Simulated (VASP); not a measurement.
# PbF2 (Fm-3m) in VASP: a series of runs

PbF2 is run at these levels: r2SCAN; tasks: single point.

All numbers are computed with VASP 6.6.1; they aren't measurements. Logs are shortened: lines on timing, memory, paths and dates and some standing lists are left out, and cuts for length are marked.

## Step 1: The cell of the first run

Symmetry: Fm-3m, No. 225, cubic system. The conventional cell has a = 5.921 Å, b = 5.921 Å, c = 5.921 Å, α = 90.00°, β = 90.00°, γ = 90.00°. Within 3.4 Å of Pb (site symmetry m-3m) lie 8 F at 2.56 Å. F (site symmetry -43m) has 4 Pb at 2.56 Å and 6 F at 2.96 Å within 3.4 Å.

## Step 2: Single point, r2SCAN

The input, POSCAR:

```
PbF2
1.0
    0.0000000000      2.9604388877      2.9604388877
    2.9604388877      0.0000000000      2.9604388877
    2.9604388877      2.9604388877      0.0000000000
Pb F
1 2
Direct
    0.0000000000      0.0000000000      0.0000000000
    0.2500000000      0.2500000000      0.2500000000
    0.7500000000      0.7500000000      0.7500000000
```

The input, INCAR.step1:

```
SYSTEM = PbF2
PREC = Accurate ; ENCUT = 520
ISMEAR = 0 ; SIGMA = 0.01
LREAL = .FALSE. ; LASPH = .TRUE.
NELM = 80 ; NBANDS = 21
GGA = PE ; ALGO = Normal
EDIFF = 1E-4 ; LWAVE = .TRUE.
LCHARG = .FALSE.
```

The input, INCAR.step2:

```
SYSTEM = PbF2
PREC = Accurate ; ENCUT = 520
EDIFF = 1E-6 ; ISMEAR = 0
SIGMA = 0.01 ; LREAL = .FALSE.
LASPH = .TRUE. ; NELM = 80
ALGO = Normal ; ISIF = 2
LWAVE = .FALSE. ; LCHARG = .FALSE.
METAGGA = R2SCAN ; LMIXTAU = .TRUE.
NBANDS = 21 ; ISTART = 1
```

The input, KPOINTS:

```
regular mesh
0
G
  6 6 6
  0 0 0
```

Potentials or basis: VASP PAW PBE potentials, release 64 (Pb_d, F).

Command:

```sh
$ cat potpaw_PBE.64/Pb_d/POTCAR potpaw_PBE.64/F/POTCAR > POTCAR
$ cp INCAR.step1 INCAR
$ mpirun -np 1 vasp_std > vasp.out
$ cp INCAR.step2 INCAR
$ mpirun -np 1 vasp_std > vasp.out
```

OUTCAR:

```text
SYSTEM = PbF2
   PREC = Accurate
   ENCUT = 520
   EDIFF = 1E-6
   ISMEAR = 0
   LREAL = .FALSE.
   LASPH = .TRUE.
   NELM = 80
   ISIF = 2
   METAGGA = R2SCAN
   ISTART = 1

 ion  position               nearest neighbor table
   1  0.000  0.000  0.000-   3 2.56   3 2.56   3 2.56   2 2.56   2 2.56   2 2.56   3 2.56   2 2.56

   2  0.250  0.250  0.250-   1 2.56   1 2.56   1 2.56   1 2.56
   3  0.750  0.750  0.750-   1 2.56   1 2.56   1 2.56   1 2.56

  LATTYP: Found a face centered cubic cell.
 ALAT       =     5.9208777754

  Lattice vectors:

 A1 = (   0.0000000000,   2.9604388877,   2.9604388877)
 A2 = (   2.9604388877,   0.0000000000,   2.9604388877)
 A3 = (   2.9604388877,   2.9604388877,   0.0000000000)

Analysis of symmetry for initial positions (statically):
=====================================================================
 Subroutine PRICEL returns:
 Original cell was already a primitive cell.

 Routine SETGRP: Setting up the symmetry group for a
 face centered cubic supercell.

 Subroutine GETGRP returns: Found 48 space group operations
 (whereof 48 operations were pure point group operations)
 out of a pool of 48 trial point group operations.

The static configuration has the point symmetry O_h .

Analysis of symmetry for dynamics (positions and initial velocities):
=====================================================================
 Subroutine PRICEL returns:
 Original cell was already a primitive cell.

 Routine SETGRP: Setting up the symmetry group for a
 face centered cubic supercell.

 Subroutine GETGRP returns: Found 48 space group operations
 (whereof 48 operations were pure point group operations)
 out of a pool of 48 trial point group operations.

The dynamic configuration has the point symmetry O_h .

 Subroutine INISYM returns: Found 48 space group operations
 (whereof 48 operations are pure point group operations),
 and found     1 'primitive' translations

----------------------------------------------------------------------------------------

                                     Primitive cell

  volume of cell :      51.8917

  direct lattice vectors                    reciprocal lattice vectors
     0.000000000  2.960438888  2.960438888    -0.168893877  0.168893877  0.168893877
     2.960438888  0.000000000  2.960438888     0.168893877 -0.168893877  0.168893877
     2.960438888  2.960438888  0.000000000     0.168893877  0.168893877 -0.168893877

  length of vectors
     4.186692826  4.186692826  4.186692826     0.292532775  0.292532775  0.292532775

  position of ions in fractional coordinates (direct lattice)
     0.000000000  0.000000000  0.000000000
     0.250000000  0.250000000  0.250000000
     0.750000000  0.750000000  0.750000000

  ion indices of the primitive-cell ions
   primitive index   ion index
                 1           1
                 2           2
                 3           3

----------------------------------------------------------------------------------------

 KPOINTS: regular mesh

Automatic generation of k-mesh.
 Grid dimensions read from file:
 generate k-points for:    6    6    6

 Generating k-lattice:

  Cartesian coordinates                     Fractional coordinates (reciprocal lattice)
    -0.028148979  0.028148979  0.028148979     0.166666667  0.000000000  0.000000000
     0.028148979 -0.028148979  0.028148979     0.000000000  0.166666667  0.000000000
     0.028148979  0.028148979 -0.028148979     0.000000000  0.000000000  0.166666667

  Length of vectors
     0.048755463  0.048755463  0.048755463

  Shift w.r.t. Gamma in fractional coordinates (k-lattice)
     0.000000000  0.000000000  0.000000000

 Subroutine IBZKPT returns following result:
 ===========================================

 Found     16 irreducible k-points:

 Following reciprocal coordinates:
            Coordinates               Weight
  0.000000  0.000000  0.000000      1.000000
  0.166667  0.000000  0.000000      8.000000
  0.333333  0.000000  0.000000      8.000000
  0.500000  0.000000  0.000000      4.000000
  0.166667  0.166667  0.000000      6.000000
  0.333333  0.166667  0.000000     24.000000
[... 8 lines left out ...]
 -0.333333  0.333333  0.166667     24.000000
 -0.333333  0.500000  0.166667     12.000000
   k-points           NKPTS =     16   k-points in BZ     NKDIM =     16   number of bands    NBANDS=     21
   number of dos      NEDOS =    301   number of ions     NIONS =      3
   total plane-waves  NPLWV =  32768
   dimension x,y,z NGX =    32 NGY =   32 NGZ =   32
   dimension x,y,z NGXF=    64 NGYF=   64 NGZF=   64
   ions per type =               1   2
   NGX,Y,Z   is equivalent  to a cutoff of  12.71, 12.71, 12.71 a.u.
   NGXF,Y,Z  is equivalent  to a cutoff of  25.41, 25.41, 25.41 a.u.
 SYSTEM =  PbF2
   PREC   = accura    normal or accurate (medium, high low for compatibility)
   ISTART =      1    job   : 0-new  1-cont  2-samecut
   ICHARG =      0    charge: 1-file 2-atom 10-const
   ISPIN  =      1    spin polarized calculation?
   LNONCOLLINEAR =      F non collinear calculations
   LSORBIT =      F    spin-orbit coupling
   LASPH  =      T    aspherical Exc in radial PAW
   ENCUT  =  520.0 eV  38.22 Ry    6.18 a.u.   7.78  7.78  7.78*2*pi/ulx,y,z
   NELM   =     80;   NELMIN=  2; NELMDL=  0     # of ELM steps
   EDIFF  = 0.1E-05   stopping-criterion for ELM
   LREAL  =      F    real-space projection
   EDIFFG = 0.1E-04   stopping-criterion for IOM
   NSW    =      0    number of steps for IOM
   IBRION =     -1    ionic relax: 0-MD 1-quasi-New 2-CG
   NFREE  =      0    steps in history (QN), initial steepest desc. (CG)
   ISIF   =      2    stress and relaxation
   ISYM   =      2    0-nonsym 1-usesym 2-fastsym
   POTIM  = 0.5000    time-step for ionic-motion
   TEBEG  =    0.0;   TEEND  =   0.0 temperature during run
   PSTRESS=    0.0 pullay stress
   NELECT =      28.0000    total number of electrons
   NUPDOWN=      -1.0000    fix difference up-down
   EMIN   =  10.00;   EMAX   =-10.00  energy-range for DOS
   EFERMI =   0.00;   METHOD = LEGACY
   ISMEAR =     0;   SIGMA  =   0.01  broadening in eV -4-tet -1-fermi 0-gaus
   EFERMI_NEDOS =   21; number of points for ismear=-14 and -15
   IALGO  =     38    algorithm
   IMIX   =      4    mixing-type and parameters
     AMIX     =   0.40;   BMIX     =  1.00
     AMIX_MAG =   1.60;   BMIX_MAG =  1.00
  volume/ion in A,a.u.               =      17.30       116.73
  Fermi-wavevector in a.u.,A,eV,Ry     =   1.332789  2.518606 24.168391  1.776327
  Thomas-Fermi vector in A             =   2.461697
   LORBIT       =      0    0 simple, 1 ext, 2 COOP (PROOUT), +10 PAW based schemes
   METAGGA = R2SCAN    functional components
   LHFCALC =     F    Hartree Fock is set to
   AEXX    =    0.0000 exact exchange contribution
   IVDW    =     0    specifies the selected vdW correction
   LEPSILON=     F    determine dielectric tensor
   LRPA    =     F    only Hartree local field effects (RPA)
 non-spin polarized calculation
 Gauss-broadening in eV      SIGMA  =   0.01
  energy-cutoff  :      520.00
  volume of cell :       51.89
 maximum number of plane-waves:      1411
   NGX = 15   NGY = 15   NGZ = 15

 number of electron      28.0000003 magnetization

 Free energy of the ion-electron system (eV)
  ---------------------------------------------------
  ext. energy  EPLUGINS =         0.00000000
  ---------------------------------------------------
  free energy    TOTEN  =       -70.16175661 eV

  energy without entropy =      -70.16175661  energy(sigma->0) =      -70.16175661

 E-fermi :   1.6073     XC(G=0): -10.0274

 val. band max:        1.5206600661   @ k =  -0.3333   0.3333   0.1667
 cond. band min:       6.4820166420   @ k =   0.5000   0.5000   0.0000
 fundamental gap:      4.9613565759
 Fermi energy:         1.6072875207

 k-point     1 :       0.0000    0.0000    0.0000
  band No.  band energies     occupation
      1     -20.8636      2.00000
      2     -20.2684      2.00000
      3     -13.3201      2.00000
      4     -13.3201      2.00000
      5     -13.3201      2.00000
      6     -13.2688      2.00000
[... 13 lines left out ...]
     20      17.4740      0.00000
     21      19.8261      0.00000

 k-point     2 :       0.1667    0.0000    0.0000
  band No.  band energies     occupation
      1     -20.8136      2.00000
      2     -20.3131      2.00000
      3     -13.3103      2.00000
      4     -13.3103      2.00000
      5     -13.2677      2.00000
      6     -13.2677      2.00000
[... 13 lines left out ...]
     20      16.7646      0.00000
     21      18.7317      0.00000

 k-point     3 :       0.3333    0.0000    0.0000
  band No.  band energies     occupation
      1     -20.6949      2.00000
      2     -20.4188      2.00000
      3     -13.3047      2.00000
      4     -13.3047      2.00000
      5     -13.2515      2.00000
      6     -13.2515      2.00000
[... 13 lines left out ...]
     20      16.0887      0.00000
     21      17.1400      0.00000

 k-point     4 :       0.5000    0.0000    0.0000
  band No.  band energies     occupation
      1     -20.5851      2.00000
      2     -20.5209      2.00000
      3     -13.3068      2.00000
      4     -13.3068      2.00000
      5     -13.2383      2.00000
      6     -13.2383      2.00000
[... 13 lines left out ...]
     20      15.8913      0.00000
     21      16.4958      0.00000

 k-point     5 :       0.1667    0.1667    0.0000
  band No.  band energies     occupation
      1     -20.7988      2.00000
      2     -20.3255      2.00000
      3     -13.2986      2.00000
      4     -13.2986      2.00000
      5     -13.2770      2.00000
      6     -13.2628      2.00000
[... 13 lines left out ...]
     20      17.7472      0.00000
     21      19.0582      0.00000
[... 190 lines left out ...]
     20      19.1776      0.00000
     21      19.5586      0.00000

 k-point    14 :       0.5000    0.3333    0.1667
  band No.  band energies     occupation
      1     -20.6301      2.00000
      2     -20.4699      2.00000
      3     -13.2900      2.00000
      4     -13.2656      2.00000
      5     -13.2586      2.00000
      6     -13.2163      2.00000
[... 13 lines left out ...]
     20      18.3709      0.00000
     21      18.8854      0.00000

 k-point    15 :      -0.3333    0.3333    0.1667
  band No.  band energies     occupation
      1     -20.5547      2.00000
      2     -20.5386      2.00000
      3     -13.2888      2.00000
      4     -13.2680      2.00000
      5     -13.2412      2.00000
      6     -13.1902      2.00000
[... 13 lines left out ...]
     20      19.0074      0.00000
     21      19.0256      0.00000

 k-point    16 :      -0.3333    0.5000    0.1667
  band No.  band energies     occupation
      1     -20.5720      2.00000
      2     -20.5168      2.00000
      3     -13.2948      2.00000
      4     -13.2547      2.00000
      5     -13.2318      2.00000
      6     -13.2000      2.00000
[... 13 lines left out ...]
     20      17.7878      0.00000
     21      19.1186      0.00000

------------------------ aborting loop because EDIFF is reached ----------------------------------------

  FORCE on cell =-STRESS in cart. coord.  units (eV):
  Direction    XX          YY          ZZ          XY          YZ          ZX
  --------------------------------------------------------------------------------------
  -------------------------------------------------------------------------------------
  Total       -0.0199606     -0.0199606     -0.0199606      0.0000000      0.0000000     -0.0000000
  in kB       -0.6162921     -0.6162921     -0.6162921      0.0000000      0.0000000     -0.0000000
  external PRESSURE =      -0.6162921 kB  Pullay stress =       0.0000000 kB

 VOLUME and BASIS-vectors are now :
 -----------------------------------------------------------------------------
  energy-cutoff  :      520.00
  volume of cell :       51.89
      direct lattice vectors                 reciprocal lattice vectors
     0.000000000  2.960438888  2.960438888    -0.168893877  0.168893877  0.168893877
     2.960438888  0.000000000  2.960438888     0.168893877 -0.168893877  0.168893877
     2.960438888  2.960438888  0.000000000     0.168893877  0.168893877 -0.168893877

 POSITION                                       TOTAL-FORCE (eV/Angst)
 -----------------------------------------------------------------------------------
      0.00000      0.00000      0.00000         0.000000     -0.000000     -0.000000
      1.48022      1.48022      1.48022        -0.000000     -0.000000     -0.000000
      4.44066      4.44066      4.44066         0.000000      0.000000      0.000000
 -----------------------------------------------------------------------------------
    total drift:                                0.000000     -0.000000      0.000000

  FREE ENERGIE OF THE ION-ELECTRON SYSTEM (eV)
  ---------------------------------------------------
  free  energy   TOTEN  =       -70.1617566077 eV

  energy  without entropy=      -70.1617566077  energy(sigma->0) =      -70.16175661
```

Run time: 50 s. Hardware: 1 thread of Intel Xeon 6975P-C, shared host; peak memory 0.19 GiB.

What came out:

- Free energy: -70.1618 eV
- Pressure: -0.1 GPa
- Band gap on the k mesh: 4.96 eV, indirect (least direct gap 5.08 eV)

Caveat: the PAW data sets were made with another functional, which shifts forces and pressure a little; spin-orbit coupling is left out, which moves the levels of the heavy elements. r2SCAN opens gaps a little over a GGA but as a rule still falls short of measured ones.

## Step 3: Single point, r2SCAN (volume changed by +3%)

The input, POSCAR:

```
PbF2
1.0
    0.0000000000      2.9897520702      2.9897520702
    2.9897520702      0.0000000000      2.9897520702
    2.9897520702      2.9897520702      0.0000000000
Pb F
1 2
Direct
    0.0000000000      0.0000000000      0.0000000000
    0.2500000000      0.2500000000      0.2500000000
    0.7500000000      0.7500000000      0.7500000000
```

The input, INCAR.step1:

```
PREC = Accurate ; ENCUT = 520
ISMEAR = 0 ; SIGMA = 0.01
LREAL = False ; LASPH = True
NELM = 80 ; NBANDS = 21
GGA = PE ; ALGO = Normal
EDIFF = 1E-4 ; LWAVE = True
LCHARG = False
```

The input, INCAR.step2:

```
PREC = Accurate ; ENCUT = 520
EDIFF = 1E-7 ; ISMEAR = 0
SIGMA = 0.01 ; LREAL = False
LASPH = True ; NELM = 80
ALGO = Normal ; ISIF = 2
LWAVE = False ; LCHARG = False
METAGGA = R2SCAN ; LMIXTAU = True
NBANDS = 21 ; ISTART = 1
```

The input, KPOINTS:

```
Automatic mesh
0
Gamma
  6 6 6
```

Potentials or basis: VASP PAW PBE potentials, release 64 (Pb_d, F).

Command:

```sh
$ cat potpaw_PBE.64/Pb_d/POTCAR potpaw_PBE.64/F/POTCAR > POTCAR
$ cp INCAR.step1 INCAR
$ mpirun -np 1 vasp_std > vasp.out
$ cp INCAR.step2 INCAR
$ mpirun -np 1 vasp_std > vasp.out
```

Wall time 50 s (1 thread of Intel Xeon 6975P-C, shared host); peak memory 0.19 GiB.

Results (log left out):

```
Free energy            : -70.1532 eV
Pressure               : -2.2 GPa
Band gap on the k mesh : 4.96 eV, indirect (least direct gap 5.08 eV)
```

Levels at points of the mesh, in eV from the valence-band top:
| k point | band 12 | band 13 | band 14 | band 15 | band 16 | band 17 |
| --- | --- | --- | --- | --- | --- | --- |
| (0.00, 0.00, 0.00) | -1.94 | -1.94 | -1.94 | 7.30 | 7.30 | 7.30 |
| (0.50, 0.00, 0.00) | -2.12 | -2.12 | -0.02 | 5.42 | 8.18 | 8.18 |
| (0.50, 0.50, 0.00) | -1.55 | -1.54 | -0.12 | 4.96 | 8.38 | 8.38 |

Caveat: the PAW data sets were made with another functional, which shifts forces and pressure a little; spin-orbit coupling is left out, which moves the levels of the heavy elements. A k mesh can miss the band edges.
